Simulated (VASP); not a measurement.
**Fe: density of states with PBE**

Fe:

```
CELL_PARAMETERS angstrom
-1.41579 1.41579 1.41579
1.41579 -1.41579 1.41579
1.41579 1.41579 -1.41579
ATOMIC_POSITIONS crystal
Fe 0.00000 0.00000 0.00000
```

```json
{"Program": "VASP 6.6.1", "Task": "density of states", "Functional": "PBE", "Potentials or basis": "VASP PAW PBE potentials, release 64 (Fe)", "Cutoff": "520 eV", "k mesh": "20 × 20 × 20", "Occupations": "gaussian, width 0.1 eV", "Spin": "collinear spin, ferromagnetic start", "Starting moments": "[2.44] μB", "Dipole correction": "no", "k mesh for the DOS": "30 × 30 × 30", "Occupations for the DOS": "tetrahedron", "Further INCAR settings": "ALGO = Normal; EDIFF = 1e-06"}
```

```json
{
  "Net moment": "2.20 μB per cell",
  "Site moments": "Fe +2.19 μB",
  "Valence electrons inside the program's atomic spheres": "Fe 7.27"
}
```

Levels at points of the mesh, in eV from the Fermi level:
Spin up:
```
           k point  band 3  band 4  band 5  band 6  band 7  band 8
(0.00, 0.00, 0.00)   -2.30   -2.30   -1.09   -1.09   25.04   25.04
(0.50, 0.00, 0.00)   -1.02   -0.90    0.39    0.53    7.37   18.38
(0.50, 0.50, 0.50)    0.12    0.12    0.12    9.95    9.95    9.95
```
Spin down:
```csv
k point,band 1,band 2,band 3,band 4,band 5,band 6
"(0.00, 0.00, 0.00)",-8.26,-0.39,-0.39,-0.39,1.67,1.67
"(0.50, 0.00, 0.00)",-3.64,-1.67,0.63,1.52,1.92,2.61
"(0.50, 0.50, 0.50)",-3.02,-3.02,2.31,2.31,2.31,10.22
```

Run time: 4.5 min on 1 thread of AMD EPYC 7R13, on a shared host, peak memory 0.3 GiB.
